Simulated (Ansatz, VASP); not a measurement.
# Ca7Se: VASP beside Ansatz

```
Ca Se
1.0
     0.00000    5.29594    5.29594
     5.29594    0.00000    5.29594
     5.29594    5.29594    0.00000
Ca Se
7 1
Direct
  0.00000 0.00000 0.50000
  0.50000 0.00000 0.50000
  0.00000 0.50000 0.50000
  0.50000 0.50000 0.00000
  0.00000 0.50000 0.00000
  0.50000 0.00000 0.00000
  0.50000 0.50000 0.50000
  0.00000 0.00000 0.00000
```

Change from the starting cell: species swapped into the Zn7Mo type (Fm-3m, No. 225).

Alike in both runs: functional PBE; k mesh 4 × 4 × 4; occupations gaussian, width 0.1 eV; no spin polarisation.

Ansatz relaxed the structure, and its values are those at the end. VASP's run is a single point on that final structure, the one shown.

|  | VASP | Ansatz |
| --- | --- | --- |
| version | VASP 6.6.1 | Ansatz 0.2.0 |
| potentials or method | VASP PAW PBE potentials, release 64 (Ca_sv, Se), cutoff 520 eV | scalar-relativistic, plane waves, PAW |
| valence electrons in the cell | 76 | 86 |

|  | VASP | Ansatz | Ansatz less VASP |
| --- | --- | --- | --- |
| gap on the k mesh at the Fermi level (eV) | none | none | - |
| pressure (GPa) | 0.1 | 0.1 | -0.02 |

A gap of «none» marks a metal or a gap that the smearing closes. VASP's potentials hold 76 valence electrons a cell and Ansatz's 86, so a difference there can come from the potentials and not from the codes.
